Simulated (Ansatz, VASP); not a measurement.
## One calculation of Ti, two programs

INCAR

```
SYSTEM = Ti
PREC     = Accurate       ! precision mode
ENCUT    = 520            ! plane-wave cutoff, eV
EDIFF    = 1E-6           ! SCF threshold, eV
ISMEAR   = 1              ! smearing method
SIGMA    = 0.05           ! smearing width, eV
LREAL    = .FALSE.        ! projectors in reciprocal space
LASPH    = .TRUE.         ! aspherical terms in the spheres
NELM     = 100            ! most SCF steps
ALGO     = Normal         ! electronic algorithm
ISIF     = 2              ! what is computed and relaxed
LWAVE    = .FALSE.        ! write WAVECAR
LCHARG   = .FALSE.        ! write CHGCAR
GGA      = CA             ! functional
NBANDS   = 25             ! bands
```

The input KPOINTS:

```
regular mesh
0
G
  8 8 12
  0 0 0
```

POSCAR

```
Ti
1.0
    4.6000000000      0.0000000000      0.0000000000
   -2.3000000000      3.9837170000      0.0000000000
    0.0000000000      0.0000000000      2.8200000000
Ti
3
Direct
    0.0000000000      0.0000000000      0.0000000000
    0.3333333333      0.6666666667      0.5000000000
    0.6666666667      0.3333333333      0.5000000000
```

Input for Ansatz:

```yaml
crystal:
  lattice:
    - [4.6, 0.0, 0.0]
    - [-2.3, 3.983717, 0.0]
    - [0.0, 0.0, 2.82]
  atoms:
    - { symbol: Ti, position: [0.0, 0.0, 0.0] }
    - { symbol: Ti, position: [0.33333333333333337, 0.6666666666666666, 0.5] }
    - { symbol: Ti, position: [0.6666666666666666, 0.3333333333333333, 0.5] }
kpoints:
  mp_grid:
    grid: [8, 8, 12]
    shift: [0.0, 0.0, 0.0]
hamiltonian:
  xc: lda
  pseudopotentials:
    kind: all_electron
    lapw: {}
scf:
  occupations:
    method: cold
    width: 0.05
output:
  forces: true
  stress: true
  eigenvalues: true
```

Alike in both runs: task single point; functional LDA; k mesh 8 × 8 × 12; no spin polarisation.

|  | VASP | Ansatz |
| --- | --- | --- |
| version | VASP 6.6.1 | Ansatz 0.2.0 |
| potentials or method | VASP PAW LDA potentials, release 64 (Ti_sv), cutoff 520 eV | all-electron (LAPW or listed datasets) |
| occupations | methfessel-paxton of order 1, width 0.05 eV | cold, width 0.05 eV |

|  | VASP | Ansatz | Ansatz less VASP |
| --- | --- | --- | --- |
| gap on the k mesh at the Fermi level (eV) | none | none | - |
| pressure (GPa) | -9.1 | -9.1 | 0.00 |
| traceless stress, the component that is largest in VASP (GPa) | 1.15 | 1.13 | -0.020 |

LDA's correlation is that of Perdew and Zunger in VASP and of Perdew and Wang (1992) in Ansatz. A gap of «none» marks a metal or a gap that the smearing closes. Ansatz ran all-electron here, and VASP with PAW potentials.
